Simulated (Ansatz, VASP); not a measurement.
**Mo16H: VASP beside Ansatz**

```
Mo H
1.0
     6.32262    0.00000    0.00000
     0.00000    6.32262    0.00000
     0.00000    0.00000    6.32262
Mo H
16 1
Cartesian
  -0.0031 -0.0028 -0.0006
  1.6235 1.5838 1.5170
  -0.0436 -0.0603 3.1607
  1.6229 1.5839 4.8053
  -0.0032 3.1704 -0.0006
  1.5829 4.7451 1.5743
  -0.0435 3.2276 3.1607
  1.5827 4.7451 4.7474
  3.1747 -0.0097 -0.0006
  4.7395 1.5838 1.5727
  3.1628 -0.0047 3.1607
  4.7394 1.5838 4.7497
  3.1747 3.1771 -0.0005
  4.7277 4.7451 1.5677
  3.1629 3.1723 3.1607
  4.7276 4.7451 4.7546
  0.7901 1.5836 3.1608
```

Alike in both runs: functional PBE; k mesh 3 × 3 × 3; occupations methfessel-paxton of order 1, width 0.1 eV; no spin polarisation.

Ansatz relaxed the structure, and its values are those at the end. VASP's run is a single point on that final structure, the one shown.

|  | VASP | Ansatz |
| --- | --- | --- |
| version | VASP 6.6.1 | Ansatz 0.2.0 |
| potentials or method | VASP PAW PBE potentials, release 64 (Mo_sv, H), cutoff 520 eV | plane-wave PAW DFT |
| valence electrons in the cell | 225 | 225 |

VASP gave:

| Item | Value |
| --- | --- |
| rms of the force components (eV/Å) | 0.003 |

Task: What did Ansatz give for the same quantities?

Result: rms of the force components (eV/Å): 0.004.

The functional is the same, so the differences come from potentials, cutoffs and numerics.
